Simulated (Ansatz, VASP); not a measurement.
# One calculation of TiO2, two programs

```xyz
6
Lattice="-1.8996 1.8996 4.8485 1.8996 -1.8996 4.8485 1.8996 1.8996 -4.8485" Properties=species:S:1:pos:R:3 pbc="T T T"
Ti    0.0000    0.0000    0.0000
Ti    0.0000    1.8996    2.4243
O     0.0000    0.0000    2.0024
O     0.0000    1.8996    4.4266
O     0.0000    1.8996    0.4219
O     0.0000    0.0000    7.6946
```

Alike in both runs: task relaxation of cell and atoms; functional PBE; dispersion D3(BJ); k mesh 10 × 10 × 10; occupations gaussian, width 0.02 eV; no spin polarisation.

|  | VASP | Ansatz |
| --- | --- | --- |
| version | VASP 6.6.1 | Ansatz 0.2.0 |
| potentials or method | VASP PAW PBE potentials, release 64 (Ti_sv, O), cutoff 600 eV | scalar-relativistic, plane waves, PAW |
| valence electrons in the cell | 48 | 48 |

VASP gave:

* gap on the k mesh at the Fermi level, each at its own relaxed structure (eV): 2.09
* relaxed volume (Å³/atom): 11.46
* relaxed cell length with the largest relative difference (Å): 5.487

Q: Estimate Ansatz's values.

A: gap on the k mesh at the Fermi level, each at its own relaxed structure (eV): 2.12; relaxed volume (Å³/atom): 11.44; relaxed cell length with the largest relative difference (Å): 5.485.
